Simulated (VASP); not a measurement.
# PdC18 in VASP: a series of runs, part 2 of 2

VASP 6.6.1.

### 5 Single point, PBE

INCAR

```
SYSTEM = PdC18
PREC = Accurate
ENCUT = 520
EDIFF = 1E-6
ISMEAR = 0
SIGMA = 0.02
LREAL = Auto
LASPH = .TRUE.
NELM = 80
ALGO = Normal
ISIF = 2
LWAVE = .FALSE.
LCHARG = .FALSE.
GGA = PE
NBANDS = 56
```

KPOINTS

```
Automatic mesh
0
G
  2 2 1
  0 0 0
```

POSCAR

```
PdC18
1.0
    7.3980000000      0.0000000000      0.0000000000
   -3.6990000000      6.4068560000      0.0000000000
    0.0000000000      0.0000000000     13.0000000000
C Pd
18 1
Direct
    0.0021091068      0.0049673350      0.0781056923
    0.2226635448      0.1156479871      0.0770711538
    0.0013187230      0.3369972729      0.0729003077
    0.2227762878      0.4487410049      0.0748103846
    0.0017726726      0.6697164725      0.0762730769
    0.2227404783      0.7821881747      0.0748353846
    0.3345160206      0.0038017087      0.0761923077
    0.5561268750      0.1155727552      0.0748345385
    0.3333450325      0.3362045284      0.0780999231
    0.5551509422      0.4469707139      0.0827008462
    0.3341975373      0.6705299760      0.0740327692
    0.5547013999      0.7836125863      0.0759156923
    0.6677872140      0.0041180885      0.0740343846
    0.8895746393      0.1155385731      0.0748133077
    0.6686010483      0.3365435402      0.0762696154
    0.8897102842      0.4486052129      0.0728916154
    0.6669492797      0.6713611169      0.0831381538
    0.8913385147      0.7831593218      0.0827080000
    0.6972487065      0.6410651340      0.2415268462
```

Started as:

```console
cat potpaw_PBE.64/C/POTCAR potpaw_PBE.64/Pd/POTCAR > POTCAR
mpirun -np 1 vasp_std > vasp.out
```

Wall time 3.8 min (1 thread of AMD EPYC 7R43 (Zen 3), shared host); peak memory 0.57 GiB.

It converged, with:

```
Free energy            : -168.2460 eV
Largest force          : 0.028 eV/Å
Band gap on the k mesh : 0.18 eV, direct
```

Forces in eV/Å, atoms in the order of the input:
```
C   -0.001  0.001 -0.004
C    0.002 -0.001 -0.001
C    0.005 -0.003  0.002
C    0.004 -0.004 -0.001
C   -0.004 -0.003 -0.002
C    0.002  0.006 -0.001
C    0.007 -0.004  0.000
C   -0.004 -0.005 -0.001
C   -0.002  0.001 -0.004
C    0.004 -0.007  0.010
C   -0.002  0.005 -0.001
C   -0.004  0.002 -0.004
C   -0.005 -0.001 -0.001
C    0.006 -0.002 -0.001
C    0.000  0.005 -0.002
C   -0.004  0.002 -0.002
C   -0.016  0.009 -0.021
C    0.008  0.000  0.010
Pd   0.005 -0.003  0.023
```

Levels at points of the mesh, in eV from the valence-band top:
| k point | band 37 | band 38 | band 39 | band 40 | band 41 | band 42 | band 43 | band 44 | band 45 | band 46 |
| --- | --- | --- | --- | --- | --- | --- | --- | --- | --- | --- |
| (0.00, 0.00, 0.00) | -1.66 | -1.49 | -1.48 | -0.06 | 0.00 | 0.18 | 0.20 | 0.88 | 3.42 | 4.03 |
| (0.50, 0.00, 0.00) | -1.60 | -1.55 | -1.42 | -1.26 | -1.09 | 0.91 | 1.61 | 2.34 | 2.43 | 2.46 |
| (0.50, 0.50, 0.00) | -1.62 | -1.53 | -1.50 | -1.20 | -1.11 | 0.95 | 1.67 | 2.39 | 2.45 | 2.46 |

Caveat: the k points lie up to 0.49 Å⁻¹ apart.

### 6 Relaxation of the atoms, PBE

INCAR

```
SYSTEM = PdC18
PREC = Accurate ; ENCUT = 520
EDIFF = 1E-6 ; ISMEAR = 0
SIGMA = 0.02 ; LREAL = Auto
LASPH = .True. ; NELM = 80
ALGO = Normal ; ISIF = 2
LWAVE = .False. ; LCHARG = .False.
GGA = PE ; IBRION = 2
NSW = 80 ; EDIFFG = -0.03
LUSENCCL = .False.
```

KPOINTS

```
regular mesh
0
Gamma
  2 2 1
  0 0 0
```

POSCAR

```
PdC18
1.0
    7.3980000000      0.0000000000      0.0000000000
   -3.6990000000      6.4068560000      0.0000000000
    0.0000000000      0.0000000000     13.0000000000
C Pd
18 1
Direct
    0.0000000000      0.0000000000      0.0769230800
    0.2222222200      0.1111111100      0.0769230800
    0.0000000000      0.3333333300      0.0769230800
    0.2222222200      0.4444444400      0.0769230800
    0.0000000000      0.6666666600      0.0769230800
    0.2222222200      0.7777777700      0.0769230800
    0.3333333300      0.0000000000      0.0769230800
    0.5555555600      0.1111111100      0.0769230800
    0.3333333300      0.3333333300      0.0769230800
    0.5555555500      0.4444444400      0.0769230800
    0.3333333300      0.6666666600      0.0769230800
    0.5555555500      0.7777777700      0.0769230800
    0.6666666700      0.0000000000      0.0769230800
    0.8888888900      0.1111111100      0.0769230800
    0.6666666700      0.3333333300      0.0769230800
    0.8888888900      0.4444444400      0.0769230800
    0.6666666600      0.6666666600      0.0769230800
    0.8888888900      0.7777777700      0.0769230800
    0.7407407400      0.8148148100      0.2307692300
```

Potentials or basis: VASP PAW PBE potentials, release 64 (C, Pd).

Started as:

```console
cat potpaw_PBE.64/C/POTCAR potpaw_PBE.64/Pd/POTCAR > POTCAR
mpirun -np 1 vasp_std > vasp.out
```

It took 16 min on 1 × NVIDIA H100 80GB with 1 thread of Intel Xeon Platinum 8481C at 2.70GHz (Sapphire Rapids), shared host; peak memory 1.6 GiB.

The run converged. Its results:

| Quantity | Value |
| --- | --- |
| Free energy | -168.2454 eV |
| Energy gained by relaxing | 7.9 meV/atom |
| Ionic steps | 52 |
| Largest force after relaxing | 0.028 eV/Å |
| Band gap on the k mesh | 0.17 eV, direct |

Forces on the atoms (eV/Å):
```
C   -0.003  0.001  0.011
C    0.001 -0.008  0.012
C    0.000  0.001 -0.023
C   -0.006 -0.009 -0.004
C   -0.004  0.005  0.013
C    0.000  0.005 -0.005
C    0.000  0.006  0.016
C   -0.001 -0.008  0.012
C   -0.004 -0.002 -0.027
C    0.000  0.002 -0.004
C    0.004  0.005  0.013
C    0.004 -0.004  0.005
C    0.003  0.001  0.011
C    0.000 -0.004 -0.015
C    0.004 -0.002 -0.027
C    0.006 -0.009 -0.004
C    0.000  0.009  0.009
C   -0.004 -0.004  0.005
Pd   0.000  0.016  0.000
```

Step by step:
| step | energy change (eV) | largest force (eV/Å) | pressure (GPa) |
| --- | --- | --- | --- |
| 1 | 0.0000 | 1.0279 | 0.92 |
| 3 | -0.0567 | 0.2121 | 0.91 |
| 5 | -0.0620 | 0.1656 | 0.90 |
| 7 | -0.0651 | 0.2036 | 0.90 |
| 9 | -0.0758 | 0.1681 | 0.89 |
| 11 | -0.0850 | 0.1778 | 0.84 |
| 13 | -0.0879 | 0.1777 | 0.82 |
| 15 | -0.0914 | 0.1731 | 0.80 |
| 17 | -0.0942 | 0.1699 | 0.78 |
| 19 | -0.0975 | 0.1695 | 0.77 |
| 21 | -0.1010 | 0.3012 | 0.76 |
| 23 | -0.1033 | 0.2227 | 0.76 |
| 25 | -0.1070 | 0.2707 | 0.76 |
| 27 | -0.1147 | 0.2254 | 0.77 |
| 29 | -0.1226 | 0.1595 | 0.77 |
| 31 | -0.1252 | 0.2039 | 0.77 |
| 33 | -0.1143 | 1.2116 | 0.75 |
| 35 | -0.1299 | 0.7008 | 0.75 |
| 37 | -0.1321 | 0.7854 | 0.75 |
| 39 | -0.1324 | 0.8113 | 0.75 |
| 41 | -0.1364 | 0.6781 | 0.75 |
| 43 | -0.1450 | 0.2380 | 0.76 |
| 45 | -0.1476 | 0.1169 | 0.75 |
| 47 | -0.1482 | 0.0991 | 0.76 |
| 49 | -0.1490 | 0.0525 | 0.76 |
| 51 | -0.1494 | 0.0485 | 0.75 |
| 52 | -0.1495 | 0.0276 | 0.76 |

Final structure:
```yaml
crystal:
  lattice:
    - [7.39800, 0.00000, 0.00000]
    - [-3.69900, 6.40686, 0.00000]
    - [0.00000, 0.00000, 13.00000]
  atoms:
    - { symbol: C, position: [0.00332, 0.00679, 0.07583] }
    - { symbol: C, position: [0.22431, 0.11532, 0.07443] }
    - { symbol: C, position: [0.00287, 0.33907, 0.07303] }
    - { symbol: C, position: [0.22433, 0.44878, 0.07476] }
    - { symbol: C, position: [0.00367, 0.67189, 0.07755] }
    - { symbol: C, position: [0.22420, 0.78174, 0.07636] }
    - { symbol: C, position: [0.33606, 0.00546, 0.07549] }
    - { symbol: C, position: [0.55768, 0.11532, 0.07443] }
    - { symbol: C, position: [0.33574, 0.33841, 0.07409] }
    - { symbol: C, position: [0.55625, 0.44583, 0.07589] }
    - { symbol: C, position: [0.33488, 0.67189, 0.07755] }
    - { symbol: C, position: [0.55669, 0.78295, 0.08217] }
    - { symbol: C, position: [0.67013, 0.00679, 0.07583] }
    - { symbol: C, position: [0.89126, 0.11585, 0.07282] }
    - { symbol: C, position: [0.66933, 0.33841, 0.07409] }
    - { symbol: C, position: [0.89112, 0.44878, 0.07476] }
    - { symbol: C, position: [0.66851, 0.67036, 0.08273] }
    - { symbol: C, position: [0.89293, 0.78295, 0.08217] }
    - { symbol: Pd, position: [0.69745, 0.72824, 0.24143] }
```

Levels at points of the mesh, in eV from the valence-band top:
```csv
k point,band 38,band 39,band 40,band 41,band 42,band 43,band 44,band 45
"(0.00, 0.00, 0.00)",-1.49,-1.48,-0.06,0.00,0.17,0.19,0.88,3.42
"(0.50, 0.00, 0.00)",-1.54,-1.42,-1.26,-1.09,0.90,1.60,2.34,2.43
"(0.00, 0.50, 0.00)",-1.52,-1.50,-1.20,-1.11,0.94,1.67,2.38,2.45
```

Caveat: the k points lie up to 0.49 Å⁻¹ apart.
